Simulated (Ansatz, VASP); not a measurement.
**KBr: VASP beside Ansatz**

File INCAR:

```
SYSTEM = KBr
PREC = Accurate
ENCUT = 520
EDIFF = 1E-6
ISMEAR = -1
SIGMA = 0.02
LREAL = .FALSE.
LASPH = .TRUE.
NELM = 80
ALGO = Normal
ISIF = 2
LWAVE = .FALSE.
LCHARG = .FALSE.
GGA = PE
NBANDS = 15
```

File KPOINTS:

```
Automatic mesh
0
G
  6 6 6
  0 0 0
```

File POSCAR:

```
KBr
1.0
    3.9758690661      0.0000000000      0.0000000000
    0.0000000000      3.9758690661      0.0000000000
    0.0000000000      0.0000000000      3.9758690661
K Br
1 1
Direct
    0.0000000000      0.0000000000      0.0000000000
    0.5000000000      0.5000000000      0.5000000000
```

Input for Ansatz:

```yaml
crystal:
  lattice:
    - [3.9758690661, 0.0, 0.0]
    - [0.0, 3.9758690661, 0.0]
    - [0.0, 0.0, 3.9758690661]
  atoms:
    - { symbol: K, position: [0.0, 0.0, 0.0] }
    - { symbol: Br, position: [0.5, 0.5, 0.5] }
kpoints:
  mp_grid: { grid: [6, 6, 6] }
  band_path:
    path:
      - [0.0, 0.0, 0.0]
      - [0.0, 0.5, 0.0]
      - [0.5, 0.5, 0.0]
      - [0.5, 0.5, 0.5]
      - [0.0, 0.5, 0.5]
    npoints: 1
hamiltonian:
  xc: pbe
scf:
  occupations: { method: fermi_dirac, width: 0.02 }
  n_extra_bands: 4
output:
  forces: true
  stress: true
  eigenvalues: true
  write_density: true
  write_potential: true
  elf: true
  volumetric_format: npy
```

Alike in both runs: task single point; functional PBE; k mesh 6 × 6 × 6; occupations fermi-dirac, width 0.02 eV; no spin polarisation.

|  | VASP | Ansatz |
| --- | --- | --- |
| version | VASP 6.6.1 | Ansatz 0.2.0 |
| potentials or method | VASP PAW PBE potentials, release 64 (K_sv, Br) | plane waves, PAW |
| plane-wave cutoff (eV) | 520 | 420 |
| valence electrons in the cell | 16 | 16 |

|  | VASP | Ansatz | Ansatz less VASP |
| --- | --- | --- | --- |
| gap on the k mesh at the Fermi level (eV) | 4.02 | 4.02 | +0.001 |
| pressure (GPa) | 0.9 | 0.8 | -0.05 |

The functional is the same, so the differences come from potentials, cutoffs and numerics.
